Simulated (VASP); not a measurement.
Be2Si:

```
Si Be
1.0
     0.00000    2.64000    2.64000
     2.64000    0.00000    2.64000
     2.64000    2.64000    0.00000
Si Be
1 2
Direct
  0.00000 0.00000 0.00000
  0.25000 0.25000 0.25000
  0.75000 0.75000 0.75000
```

Program: VASP 6.6.1. Alike in all runs: task single point; no spin polarisation; cell as given; cutoff (eV) 520; smearing fermi-dirac 0.05 eV.

Q: Order these runs on this cell by their pressure, lowest first.
A. level BLYP; potentials or basis VASP PAW PBE potentials, release 64 (Si, Be); k mesh 5 × 5 × 5
B. level LDA; potentials or basis VASP PAW LDA potentials, release 64 (Si, Be); k mesh 5 × 5 × 5
C. level PBE; potentials or basis VASP PAW PBE potentials, release 64 (Si, Be); k mesh 9 × 9 × 9

A: B (-3.7 GPa), C (0.2 GPa), A (2.6 GPa).

Caveats: some runs use coarse meshes; the PAW data sets were made with another functional, which shifts forces and pressure a little (some runs).
